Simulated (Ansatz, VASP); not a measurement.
## CdPtC6N6 in VASP and in Ansatz

INCAR

```
ALGO = Normal
EDIFF = 1E-8
ENCUT = 520
GGA = PE
ISIF = 2
ISMEAR = -1
LASPH = True
LCHARG = False
LEFG = True
LREAL = False
LWAVE = False
NBANDS = 51
NELM = 60
PREC = Accurate
SIGMA = 0.05
```

Contents of KPOINTS:

```
k-points
0
Gamma
  5 5 5
```

File POSCAR:

```
CdPtC6N6
1.0
    0.0000000000      5.4645000000      5.4645000000
    5.4645000000      0.0000000000      5.4645000000
    5.4645000000      5.4645000000      0.0000000000
Cd Pt C N
1 1 6 6
Direct
    0.5000000000      0.5000000000      0.5000000000
    0.0000000000      0.0000000000      0.0000000000
    0.1855000000      0.1855000000      0.8145000000
    0.8145000000      0.8145000000      0.1855000000
    0.8145000000      0.1855000000      0.1855000000
    0.1855000000      0.8145000000      0.8145000000
    0.1855000000      0.8145000000      0.1855000000
    0.8145000000      0.1855000000      0.8145000000
    0.2854000000      0.2854000000      0.7146000000
    0.7146000000      0.7146000000      0.2854000000
    0.7146000000      0.2854000000      0.2854000000
    0.2854000000      0.7146000000      0.7146000000
    0.2854000000      0.7146000000      0.2854000000
    0.7146000000      0.2854000000      0.7146000000
```

Input for Ansatz:

```yaml
crystal:
  lattice:
    - [0.0, 5.4645, 5.4645]
    - [5.4645, 0.0, 5.4645]
    - [5.4645, 5.4645, 0.0]
  atoms:
    - { symbol: Cd, position: [0.5, 0.5, 0.5] }
    - { symbol: Pt, position: [0.0, 0.0, 0.0] }
    - { symbol: C, position: [0.1855, 0.1855, 0.8145] }
    - { symbol: C, position: [0.8145, 0.8145, 0.1855] }
    - { symbol: C, position: [0.8145, 0.1855, 0.1855] }
    - { symbol: C, position: [0.1855, 0.8145, 0.8145] }
    - { symbol: C, position: [0.1855, 0.8145, 0.1855] }
    - { symbol: C, position: [0.8145, 0.1855, 0.8145] }
    - { symbol: "N", position: [0.2854, 0.2854, 0.7146] }
    - { symbol: "N", position: [0.7146, 0.7146, 0.2854] }
    - { symbol: "N", position: [0.7146, 0.2854, 0.2854] }
    - { symbol: "N", position: [0.2854, 0.7146, 0.7146] }
    - { symbol: "N", position: [0.2854, 0.7146, 0.2854] }
    - { symbol: "N", position: [0.7146, 0.2854, 0.7146] }
kpoints:
  mp_grid: { grid: [5, 5, 5] }
scf:
  occupations: { method: fermi_dirac, width: 0.05 }
hamiltonian:
  xc: pbe
  pseudopotentials: { kind: paw }
output:
  forces: true
  stress: true
  populations: true
  efg:
    quadrupole_moments_barn: { "N": 0.02044 }
    contact_densities: true
```

Alike in both runs: task electric field gradients; functional PBE; k mesh 5 × 5 × 5; occupations fermi-dirac, width 0.05 eV; no spin polarisation.

|  | VASP | Ansatz |
| --- | --- | --- |
| version | VASP 6.6.1 | Ansatz 0.2.0 |
| potentials or method | VASP PAW PBE potentials, release 64 (Cd, Pt, C, N) | plane-wave PAW, scalar-relativistic |
| plane-wave cutoff (eV) | 520 | 420 |
| valence electrons in the cell | 76 | 92 |

```csv
,VASP,Ansatz,Ansatz less VASP
gap on the k mesh at the Fermi level (eV),5.53,5.58,+0.044
pressure (GPa),11.1,10.1,-0.97
rms of the force components (eV/Å),5.722,5.169,-0.5525
size of Vzz on the site where it differs most (V/Å²),87.5,71.6,-15.96
```

Atom by atom the forces differ by 0.553 eV/Å (rms over components). VASP's potentials hold 76 valence electrons a cell and Ansatz's 92, so a difference there can come from the potentials and not from the codes.

Spin-orbit coupling is off throughout. Noted on VASP's run: the standard files for N, O and F lose accuracy on very short bonds.
